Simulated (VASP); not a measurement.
A run of VASP 6.6.1:

INCAR

```
SYSTEM = AlN
  ALGO = Normal
  EDIFF = 1E-6
  ENCUT = 520
  GGA = PE
  ISIF = 2
  ISMEAR = 0
  LASPH = .TRUE.
  LCHARG = .FALSE.
  LREAL = .FALSE.
  LWAVE = .FALSE.
  NBANDS = 16
  NELM = 60
  PREC = Accurate
  SIGMA = 0.05
```

Contents of KPOINTS:

```
k-points
0
G
  9 9 6
  0 0 0
```

The input POSCAR:

```
AlN
1.0
    3.3134793407      0.0000000000      0.0000000000
   -1.6567396703      2.8695572839      0.0000000000
    0.0000000000      0.0000000000      4.1875902417
Al N
2 2
Direct
    0.3381093678      0.6762187355      0.7729095315
    0.6714427011      0.3428854022      0.2729095315
    0.3241333079      0.6482666158      0.2058696077
    0.6574666412      0.3149332825      0.7058696077
```

Potentials or basis: VASP PAW PBE potentials, release 64 (Al, N).

Launch:

```console
$ cat potpaw_PBE.64/Al/POTCAR potpaw_PBE.64/N/POTCAR > POTCAR
$ mpirun -np 1 vasp_std > vasp.out
```

Hardware: 1 thread of Intel(R) Xeon(R) Platinum 8559C (Emerald Rapids), on a shared host.

Q: How long does it take, and how much memory?

A: It took 40 s on 1 thread of Intel(R) Xeon(R) Platinum 8559C (Emerald Rapids), on a shared host, peak memory 0.2 GiB. Counts: scf iterations 13, k points 140.
